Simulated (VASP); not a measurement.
# ScSiS4 (P6/mmm) in VASP: further runs

Runs on ScSiS4. Level: PBE. Tasks: relaxation of cell and atoms, single point.

Everything below comes from runs of VASP 6.6.1. Logs are shortened: lines on timing, memory, paths and dates and some standing lists are left out, and cuts for length are marked.

**1. The cell of the first run**

Symmetry: P6/mmm, No. 191, hexagonal system. Conventional cell: a = 4.764 Å, b = 4.764 Å, c = 7.458 Å, α = 90.00°, β = 90.00°, γ = 120.00°. Within 2.6 Å of Sc (site symmetry 6/mmm) lie 2 S at 1.96 Å. Si (site symmetry 6/mmm) has 2 S at 1.77 Å within 2.3 Å. S (site symmetry -6m2) has 3 Sc at 2.75 Å and 9 S at 2.75 to 3.38 Å within 3.6 Å. S (site symmetry 6mm) has 1 Si at 1.77 Å and 1 Sc at 1.96 Å within 2.3 Å.

The cell was generated, and may not be a known phase.

**2. Relaxation of cell and atoms, PBE**

File INCAR:

```
PREC = Accurate ; ENCUT = 600
EDIFF = 1E-6 ; ISMEAR = 0
SIGMA = 0.1 ; LREAL = F
LASPH = T ; NELM = 100
ALGO = Normal ; ISIF = 3
LWAVE = F ; LCHARG = F
GGA = PE ; IBRION = 2
NSW = 90 ; EDIFFG = -0.04
```

File KPOINTS:

```
Automatic mesh
0
Gamma
  6 6 4
```

File POSCAR:

```
ScSiS4
1.0
    4.7644552800      0.0000000000      0.0000000000
   -2.3822276400      4.1261393100      0.0000000000
    0.0000000000      0.0000000000      7.4576590100
Sc Si S
1 1 4
Direct
    0.0000000000      0.0000000000      0.5000000000
    0.0000000000      0.0000000000      0.0000000000
    0.3333333300      0.6666666700      0.5000000000
    0.6666666700      0.3333333300      0.5000000000
    0.0000000000      0.0000000000      0.2367651600
    0.0000000000      0.0000000000      0.7632348400
```

Potentials or basis: VASP PAW PBE potentials, release 64 (Sc_sv, Si, S).

On the command line:

```bash
cat potpaw_PBE.64/Sc_sv/POTCAR potpaw_PBE.64/Si/POTCAR potpaw_PBE.64/S/POTCAR > POTCAR
mpirun -np 1 vasp_std > vasp.out
```

OUTCAR:

```text
PREC = Accurate
   ENCUT = 600
   EDIFF = 1E-6
   ISMEAR = 0
   LREAL = F
   LASPH = T
   NELM = 100
   ISIF = 3
   GGA = PE
   IBRION = 2
   NSW = 90
   EDIFFG = -0.04

 ion  position               nearest neighbor table
   1  0.000  0.000  0.500-   5 1.96   6 1.96   3 2.75   4 2.75   4 2.75   3 2.75   4 2.75   3 2.75

   2  0.000  0.000  0.000-   5 1.77   6 1.77
   3  0.333  0.667  0.500-   1 2.75   4 2.75   4 2.75   1 2.75   1 2.75   4 2.75
   4  0.667  0.333  0.500-   1 2.75   3 2.75   3 2.75   1 2.75   1 2.75   3 2.75
   5  0.000  0.000  0.237-   2 1.77   1 1.96
   6  0.000  0.000  0.763-   2 1.77   1 1.96

  LATTYP: Found a hexagonal cell.
 ALAT       =     4.7644552800
 C/A-ratio  =     1.5652700197

  Lattice vectors:

 A1 = (   4.7644552800,   0.0000000000,   0.0000000000)
 A2 = (  -2.3822276400,   4.1261393100,   0.0000000000)
 A3 = (   0.0000000000,   0.0000000000,   7.4576590100)

Analysis of symmetry for initial positions (statically):
=====================================================================
 Subroutine PRICEL returns:
 Original cell was already a primitive cell.

 Routine SETGRP: Setting up the symmetry group for a
 hexagonal supercell.

 Subroutine GETGRP returns: Found 24 space group operations
 (whereof 24 operations were pure point group operations)
 out of a pool of 24 trial point group operations.

The static configuration has the point symmetry D_6h.

Analysis of symmetry for dynamics (positions and initial velocities):
=====================================================================
 Subroutine PRICEL returns:
 Original cell was already a primitive cell.

 Routine SETGRP: Setting up the symmetry group for a
 hexagonal supercell.

 Subroutine GETGRP returns: Found 24 space group operations
 (whereof 24 operations were pure point group operations)
 out of a pool of 24 trial point group operations.

The dynamic configuration has the point symmetry D_6h.

 Subroutine INISYM returns: Found 24 space group operations
 (whereof 24 operations are pure point group operations),
 and found     1 'primitive' translations

----------------------------------------------------------------------------------------

                                     Primitive cell

[... 109 lines left out ...]
   ISMEAR =     0;   SIGMA  =   0.10  broadening in eV -4-tet -1-fermi 0-gaus
   EFERMI_NEDOS =   21; number of points for ismear=-14 and -15
   IALGO  =     38    algorithm
   IMIX   =      4    mixing-type and parameters
     AMIX     =   0.40;   BMIX     =  1.00
     AMIX_MAG =   1.60;   BMIX_MAG =  1.00
  volume/ion in A,a.u.               =      24.43       164.89
  Fermi-wavevector in a.u.,A,eV,Ry     =   1.052874  1.989644 15.082658  1.108544
  Thomas-Fermi vector in A             =   2.187974
   LORBIT       =      0    0 simple, 1 ext, 2 COOP (PROOUT), +10 PAW based schemes
   GGA     = PE    functional components
   LHFCALC =     F    Hartree Fock is set to
   AEXX    =    0.0000 exact exchange contribution
   IVDW    =     0    specifies the selected vdW correction
   LEPSILON=     F    determine dielectric tensor
   LRPA    =     F    only Hartree local field effects (RPA)
 conjugate gradient relaxation of ions
 non-spin polarized calculation
 Gauss-broadening in eV      SIGMA  =   0.10
  energy-cutoff  :      600.00
  volume of cell :      146.61
 maximum number of plane-waves:      4938
 NGX is ok and might be reduce to    40
   NGX = 19   NGY = 19   NGZ = 29

--------------------------------------- Ionic step        1  -------------------------------------------

 number of electron      39.0000003 magnetization

 Free energy of the ion-electron system (eV)
  ---------------------------------------------------
  ext. energy  EPLUGINS =         0.00000000
  ---------------------------------------------------
  free energy    TOTEN  =       -22.69344288 eV

  energy without entropy =      -22.66980428  energy(sigma->0) =      -22.68162358

------------------------ aborting loop because EDIFF is reached ----------------------------------------

  FORCE on cell =-STRESS in cart. coord.  units (eV):
  Direction    XX          YY          ZZ          XY          YZ          ZX
  --------------------------------------------------------------------------------------
  -------------------------------------------------------------------------------------
  Total       -1.1766776     -1.1766776     73.8213555      0.0000000     -0.0000000      0.0000000
  in kB      -12.8590356    -12.8590357    806.7387804      0.0000000     -0.0000000      0.0000000
  external PRESSURE =     260.3402364 kB  Pullay stress =       0.0000000 kB
[... 27 lines left out ...]
--------------------------------------- Ionic step        2  -------------------------------------------

 number of electron      39.0000022 magnetization

 E-fermi :  -0.6607     XC(G=0):  -6.8760

 val. band max:       -0.6631940457   @ k =   0.3333   0.1667   0.2500
 cond. band min:      -0.6427274800   @ k =   0.0000   0.0000   0.0000
 fundamental gap:      0.0204665657
 Fermi energy:        -0.6606679966

 k-point     1 :       0.0000    0.0000    0.0000
  band No.  band energies     occupation
      1     -50.4245      2.00000
      2     -29.2356      2.00000
      3     -28.8987      2.00000
      4     -28.8987      2.00000
      5     -13.9927      2.00000
      6     -11.4796      2.00000
[... 608 lines left out ...]
  FREE ENERGIE OF THE ION-ELECTRON SYSTEM (eV)
  ---------------------------------------------------
  free  energy   TOTEN  =       -29.0541711167 eV

  energy  without entropy=      -29.0350273673  energy(sigma->0) =      -29.04459924

[... ionic steps 4 to 12 ...]

--------------------------------------- Ionic step       13  -------------------------------------------

 number of electron      39.0000009 magnetization

------------------------ aborting loop because EDIFF is reached ----------------------------------------
[... 75 lines left out ...]
--------------------------------------- Ionic step       15  -------------------------------------------

 number of electron      39.0000006 magnetization

 Free energy of the ion-electron system (eV)
  ---------------------------------------------------
  ext. energy  EPLUGINS =         0.00000000
  ---------------------------------------------------
  free energy    TOTEN  =       -29.63716848 eV

  energy without entropy =      -29.61998407  energy(sigma->0) =      -29.62857628

 E-fermi :   1.9745     XC(G=0):  -7.6620

 val. band max:        1.9536111342   @ k =   0.1667   0.0000   0.0000
 cond. band min:       2.0377861829   @ k =   0.1667   0.1667   0.0000
 fundamental gap:      0.0841750487
 Fermi energy:         1.9744924209

 k-point     1 :       0.0000    0.0000    0.0000
  band No.  band energies     occupation
      1     -47.6735      2.00000
      2     -26.6281      2.00000
      3     -26.1303      2.00000
      4     -26.1303      2.00000
      5     -12.6181      2.00000
      6     -11.8254      2.00000
[... 568 lines left out ...]
  FREE ENERGIE OF THE ION-ELECTRON SYSTEM (eV)
  ---------------------------------------------------
  free  energy   TOTEN  =       -29.6371684768 eV

  energy  without entropy=      -29.6199840749  energy(sigma->0) =      -29.62857628

 reached required accuracy - stopping structural energy minimisation
```

Run time: 9.8 min. Hardware: 1 thread of AMD EPYC 9R45 (Zen 5), shared host; peak memory 0.33 GiB.

Results:

| Property | Result |
| --- | --- |
| Free energy | -29.6372 eV |
| Relaxed volume | 29.88 Å³/atom |
| Relaxed cell | a = 4.589 Å, b = 4.589 Å, c = 9.830 Å, α = 90.00°, β = 90.00°, γ = 120.00° |
| Space group after relaxing (to 0.1 Å) | P6/mmm (No. 191) |
| Energy gained by relaxing | 1157.3 meV/atom |
| Ionic steps | 15 |
| Pressure after relaxing | 0.0 GPa |
| Largest force after relaxing | 0.017 eV/Å |
| Band gap on the k mesh | zero (an odd number of electrons rules out a gap without spin polarisation) |

Forces on the atoms (eV/Å):
```
Sc   0.000  0.000  0.000
Si   0.000  0.000  0.000
S    0.000  0.000  0.000
S    0.000  0.000  0.000
S    0.000  0.000 -0.017
S    0.000  0.000  0.017
```

The path:
```
step  energy change (eV)  largest force (eV/Å)  pressure (GPa)  volume (Å³)
   1              0.0000                3.2579           26.03       146.61
   2             -2.7751                2.4558           -6.26       229.23
   3             -6.3607                2.3454           -3.26       182.59
   4             -6.3962                2.2538           -2.68       180.62
   5             -6.4085                2.1411           -1.88       178.25
   6             -6.7458                0.6228            0.38       171.38
   7             -6.7692                0.1299            1.51       169.19
   8             -6.9055                0.2510            0.96       170.67
   9             -6.9066                0.3147            0.95       170.83
  10             -6.9339                0.1391            0.33       175.15
  11             -6.9391                0.0113           -0.06       178.30
  12             -6.9412                0.1382           -0.24       179.18
  13             -6.9413                0.1670           -0.28       179.37
  14             -6.9429                0.1021           -0.15       179.32
  15             -6.9437                0.0173            0.03       179.26
```

Final structure:
```yaml
crystal:
  lattice:
    - [4.58871, 0.00000, 0.00000]
    - [-2.29435, 3.97394, 0.00000]
    - [0.00000, 0.00000, 9.83037]
  atoms:
    - { symbol: Sc, position: [0.00000, 0.00000, 0.50000] }
    - { symbol: Si, position: [0.00000, 0.00000, 0.00000] }
    - { symbol: S, position: [0.33333, 0.66667, 0.50000] }
    - { symbol: S, position: [0.66667, 0.33333, 0.50000] }
    - { symbol: S, position: [0.00000, 0.00000, 0.19722] }
    - { symbol: S, position: [0.00000, 0.00000, 0.80278] }
```

Levels at points of the mesh, in eV from the Fermi level:
| k point | band 17 | band 18 | band 19 | band 20 | band 21 | band 22 | band 23 |
| --- | --- | --- | --- | --- | --- | --- | --- |
| (0.00, 0.00, 0.00) | -2.50 | -0.36 | -0.36 | -0.34 | 0.30 | 1.86 | 1.86 |
| (0.50, 0.00, 0.00) | -2.12 | -1.14 | -0.49 | 0.25 | 0.48 | 0.91 | 1.62 |
| (0.00, 0.00, 0.50) | -2.50 | -0.30 | -0.30 | 0.30 | 0.32 | 1.41 | 1.41 |
| (0.50, 0.00, 0.50) | -2.57 | -1.22 | -0.49 | 0.53 | 0.89 | 1.09 | 1.11 |

Caveat: the volume moved by over 15 % at a fixed basis, so the end points are rough.

**3. Single point, PBE, collinear spin**

This run uses another cell than the first one, of 29.97 Å³/atom.

File INCAR:

```
PREC = Accurate
ENCUT = 520
EDIFF = 1E-7
ISMEAR = 0
SIGMA = 0.1
LREAL = F
LASPH = T
NELM = 150
ALGO = Normal
ISIF = 2
LWAVE = F
LCHARG = F
ISPIN = 2
MAGMOM = 1 0 0 0 0 0
LORBIT = 11
LMAXMIX = 4
GGA = PE
NBANDS = 32
```

File KPOINTS:

```
regular mesh
0
Gamma
  6 6 2
```

File POSCAR:

```
ScSiS4
1.0
    4.5887319330      0.0000000000      0.0000000000
   -2.2943659665      3.9739584251      0.0000000000
    0.0000000000      0.0000000000      9.8613532531
Sc Si S
1 1 4
Direct
    0.0000000000      0.0000000000      0.5000000000
    0.0000000000      0.0000000000      0.0000000000
    0.3333333333      0.6666666667      0.5000000000
    0.6666666667      0.3333333333      0.5000000000
    0.0000000000      0.0000000000      0.1970108564
    0.0000000000      0.0000000000      0.8029891436
```

Potentials or basis: VASP PAW PBE potentials, release 64 (Sc_sv, Si, S).

On the command line:

```bash
cat potpaw_PBE.64/Sc_sv/POTCAR potpaw_PBE.64/Si/POTCAR potpaw_PBE.64/S/POTCAR > POTCAR
mpirun -np 1 vasp_std > vasp.out
```

OUTCAR:

```text
PREC = Accurate
   ENCUT = 520
   EDIFF = 1E-7
   ISMEAR = 0
   LREAL = F
   LASPH = T
   NELM = 150
   ISIF = 2
   ISPIN = 2
   LORBIT = 11
   GGA = PE

 ion  position               nearest neighbor table
   1  0.000  0.000  0.500-   3 2.65   4 2.65   3 2.65   4 2.65   4 2.65   3 2.65   5 2.99   6 2.99

   2  0.000  0.000  0.000-   5 1.94   6 1.94
   3  0.333  0.667  0.500-   4 2.65   1 2.65   4 2.65   1 2.65   1 2.65   4 2.65
   4  0.667  0.333  0.500-   3 2.65   1 2.65   3 2.65   1 2.65   1 2.65   3 2.65
   5  0.000  0.000  0.197-   2 1.94   1 2.99
   6  0.000  0.000  0.803-   2 1.94   1 2.99

  LATTYP: Found a hexagonal cell.
[... 1180 lines left out ...]
 -----------------------------------------------------------------------------------
      0.00000      0.00000      4.93068         0.000000      0.000000      0.000000
      0.00000      0.00000      0.00000         0.000000      0.000000      0.000000
     -0.00000      2.64931      4.93068        -0.000000      0.000000     -0.000000
      2.29437      1.32465      4.93068         0.000000     -0.000000      0.000000
      0.00000      0.00000      1.94279        -0.000000     -0.000000     -0.068637
      0.00000      0.00000      7.91856         0.000000     -0.000000      0.068637
 -----------------------------------------------------------------------------------
    total drift:                                0.000000     -0.000000     -0.000000

  FREE ENERGIE OF THE ION-ELECTRON SYSTEM (eV)
  ---------------------------------------------------
  free  energy   TOTEN  =       -29.6534376637 eV

  energy  without entropy=      -29.6351874093  energy(sigma->0) =      -29.64431254

 total charge

# of ion       s       p       d       tot
------------------------------------------
    1        2.167   6.138   1.014   9.320
    2        0.771   0.869   0.000   1.640
    3        1.371   2.281   0.000   3.652
    4        1.371   2.281   0.000   3.652
    5        1.357   2.364   0.000   3.722
    6        1.357   2.364   0.000   3.722
--------------------------------------------------
tot          8.395  16.298   1.014  25.707

 magnetization (x)

# of ion       s       p       d       tot
------------------------------------------
    1       -0.000  -0.000  -0.000  -0.000
    2        0.000   0.000   0.000   0.000
    3        0.000   0.000   0.000   0.000
    4        0.000   0.000   0.000   0.000
    5        0.000  -0.000   0.000  -0.000
    6        0.000  -0.000   0.000  -0.000
--------------------------------------------------
tot          0.000   0.000  -0.000   0.000
```

stdout:

```text
POSCAR found type information on POSCAR ScSiS
 POSCAR found :  3 types and       6 ions
 scaLAPACK will be used
 LDA part: xc-table for (Slater+PW92), standard interpolation
 POSCAR, INCAR and KPOINTS ok, starting setup
 FFT: planning ... GRIDC
 FFT: planning ... GRID_SOFT
 FFT: planning ... GRID
 WAVECAR not read
 entering main loop
```

Wall time 3 min (1 thread of AMD EPYC 9R45 (Zen 5), shared host); peak memory 0.42 GiB.

Results:

| Item | Value |
| --- | --- |
| Free energy | -29.6534 eV |
| Pressure | -0.1 GPa |
| Largest force | 0.069 eV/Å |
| Net moment | 0.00 μB per cell |
| Valence electrons inside the program's atomic spheres | Sc 9.32; Si 1.64; S 3.65, 3.72 (each value once) |

Forces on the atoms (eV/Å):
```
Sc   0.000  0.000  0.000
Si   0.000  0.000  0.000
S    0.000  0.000  0.000
S    0.000  0.000  0.000
S    0.000  0.000 -0.069
S    0.000  0.000  0.069
```

Levels at points of the mesh, in eV from the Fermi level:
Spin up:
| k point | band 16 | band 17 | band 18 | band 19 | band 20 | band 21 | band 22 | band 23 |
| --- | --- | --- | --- | --- | --- | --- | --- | --- |
| (0.00, 0.00, 0.00) | -2.40 | -2.40 | -0.35 | -0.35 | -0.27 | 0.31 | 1.89 | 1.89 |
| (0.50, 0.00, 0.00) | -2.56 | -2.08 | -1.12 | -0.48 | 0.31 | 0.49 | 0.97 | 1.64 |
| (0.00, 0.00, 0.50) | -2.40 | -2.40 | -0.30 | -0.30 | 0.31 | 0.39 | 1.46 | 1.46 |
| (0.50, 0.00, 0.50) | -2.54 | -2.48 | -1.20 | -0.48 | 0.53 | 0.94 | 1.15 | 1.18 |
Spin down:
```csv
k point,band 17,band 18,band 19,band 20,band 21,band 22
"(0.00, 0.00, 0.00)",-2.40,-0.35,-0.35,-0.27,0.31,1.89
"(0.50, 0.00, 0.00)",-2.08,-1.12,-0.48,0.31,0.49,0.97
"(0.00, 0.00, 0.50)",-2.40,-0.30,-0.30,0.31,0.39,1.46
"(0.50, 0.00, 0.50)",-2.48,-1.20,-0.48,0.53,0.94,1.15
```

The gap in the log of VASP goes by the Fermi energy; the results here count the filled bands.